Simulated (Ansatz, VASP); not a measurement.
**YGaF: VASP beside Ansatz**

The input INCAR:

```
ALGO     = Normal         # electronic algorithm
EDIFF    = 1E-7           # SCF threshold, eV
EDIFFG   = -0.04          # ionic threshold
ENCUT    = 600            # plane-wave cutoff, eV
GGA      = PE             # functional
IBRION   = 2              # ionic algorithm
ISIF     = 3              # what is computed and relaxed
ISMEAR   = 0              # smearing method
LASPH    = True           # aspherical terms in the spheres
LCHARG   = False          # write CHGCAR
LREAL    = False          # projectors in reciprocal space
LWAVE    = False          # write WAVECAR
NELM     = 60             # most SCF steps
NSW      = 90             # ionic steps
PREC     = Accurate       # precision mode
SIGMA    = 0.1            # smearing width, eV
```

Contents of KPOINTS:

```
k-points
0
Gamma
  6 6 6
```

The input POSCAR:

```
YGaF
1.0
    4.1355824900      0.0000000000      0.0000000000
   -2.0677912500      3.5815195000      0.0000000000
    0.0000000000      0.0000000000      3.6499531900
Y Ga F
1 1 1
Direct
    0.3333333300      0.6666666700      0.0000000000
    0.0000000000      0.0000000000      0.5000000000
    0.6666666700      0.3333333300      0.5000000000
```

Input for Ansatz:

```yaml
crystal:
  lattice:
    - [4.13558249, 0.0, 0.0]
    - [-2.06779125, 3.5815195, 0.0]
    - [0.0, 0.0, 3.64995319]
  atoms:
    - { symbol: "Y", position: [0.33333333, 0.66666667, 0.0] }
    - { symbol: Ga, position: [0.0, 0.0, 0.5] }
    - { symbol: F, position: [0.66666667, 0.33333333, 0.5] }
basis:
  ecutwfc: 420
kpoints:
  mp_grid: { grid: [6, 6, 6] }
hamiltonian:
  xc: pbe
scf:
  occupations: { method: gaussian, width: 0.1 }
  lower_state_search: "off"
output:
  forces: true
  stress: true
  eigenvalues: true
relax:
  adjacent_minimum: "off"
  f_tol: 0.04
  max_steps: 70
  cell: { stress_tol: 0.4 }
```

Change from the starting cell: species swapped into the TbCuGe type (P-6m2, No. 187).

Alike in both runs: task relaxation of cell and atoms; functional PBE; k mesh 6 × 6 × 6; occupations gaussian, width 0.1 eV; no spin polarisation.

```csv
,VASP,Ansatz
version,VASP 6.6.1,Ansatz 0.2.0
potentials or method,"VASP PAW PBE potentials, release 64 (Y_sv, Ga_d, F), cutoff 600 eV","scalar-relativistic, plane waves, PAW"
valence electrons in the cell,31,31
```

Ansatz gave:

```
gap on the k mesh at the Fermi level, each at its own relaxed structure (eV) : none
relaxed volume (Å³/atom)                                                     : 19.31
relaxed length of the cell vector where the two differ most in proportion (Å)              : 3.361
```

**Question.** Which values does VASP return?

**Answer.** gap on the k mesh at the Fermi level, each at its own relaxed structure (eV): none; relaxed volume (Å³/atom): 19.34; relaxed length of the cell vector where the two differ most in proportion (Å): 3.353.

A gap of «none» marks a metal or a gap that the smearing closes.
